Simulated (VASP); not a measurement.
Here is a VASP 6.6.1 calculation.

File INCAR:

```
PREC = Accurate ; ENCUT = 520
EDIFF = 1E-6 ; ISMEAR = 1
SIGMA = 0.1 ; LREAL = False
LASPH = True ; NELM = 80
ALGO = Normal ; ISIF = 2
LWAVE = False ; LCHARG = False
GGA = PS ; NBANDS = 12
```

File KPOINTS:

```
regular mesh
0
Gamma
  14 14 14
```

File POSCAR:

```
Cu
1.0
   -1.4331095337      1.4331095337      1.3668452788
    1.4331095337     -1.4331095337      1.3668452788
    1.4331095337      1.4331095337     -1.3668452788
Cu
1
Direct
    0.0000000000      0.0000000000      0.0000000000
```

Potentials or basis: VASP PAW PBE potentials, release 64 (Cu).

Run with:

```sh
$ cat potpaw_PBE.64/Cu/POTCAR > POTCAR
$ mpirun -np 1 vasp_std > vasp.out
```

(1) Predict the pressure.

## Answers

(1) 2.7 GPa.

Caveat: the PAW data sets were made with another functional, which shifts forces and pressure a little.
